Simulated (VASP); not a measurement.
**Ga: single point with PBE+D3(BJ)**

Ga:

```xyz
2
Lattice="2.7932 0.0000 -0.0374 0.0000 3.2144 0.0000 -1.4042 0.0000 4.1042" Properties=species:S:1:pos:R:3 pbc="T T T"
Ga   -0.7326    2.4108    3.1470
Ga    2.1216    0.8036    0.9199
```

* Program: VASP 6.6.1
* Task: single point
* Functional: PBE
* Dispersion: D3(BJ)
* Potentials or basis: VASP PAW PBE potentials, release 64 (Ga_d)
* Cutoff: 520 eV
* k mesh: 10 × 8 × 7
* Occupations: fermi-dirac, width 0.05 eV
* Spin: no spin polarisation
* Dipole correction: no
* Further INCAR settings: ALGO = Fast; EDIFF = 1e-06; NBANDS = 20

```
Pressure                   : -0.1 GPa
Band gap on the k mesh     : zero (band 13 reaches 10.52 eV, above the bottom of band 14 at 1.68 eV)
Dispersion energy per atom : -0.314 eV
```

Levels at points of the mesh, in eV from the Fermi level:
```
           k point  band 11  band 12  band 13  band 14  band 15  band 16
(0.00, 0.00, 0.00)   -11.32    -2.35    -1.81     2.46     6.18     8.99
(0.50, 0.00, 0.00)    -6.22    -5.17    -1.78    -0.34     6.57     6.73
(0.00, 0.50, 0.00)    -7.59    -7.59     1.61     1.61     2.34     2.34
(0.50, 0.50, 0.00)    -2.73    -2.73    -1.50    -1.50     1.92     1.92
```

Run time: 52 s on 1 thread of Intel Xeon 6975P-C, with other jobs on the host, peak memory 0.23 GiB.

Caveat: three body term missing; pairwise dispersion overbinds metals, which lowers pressure and volume.
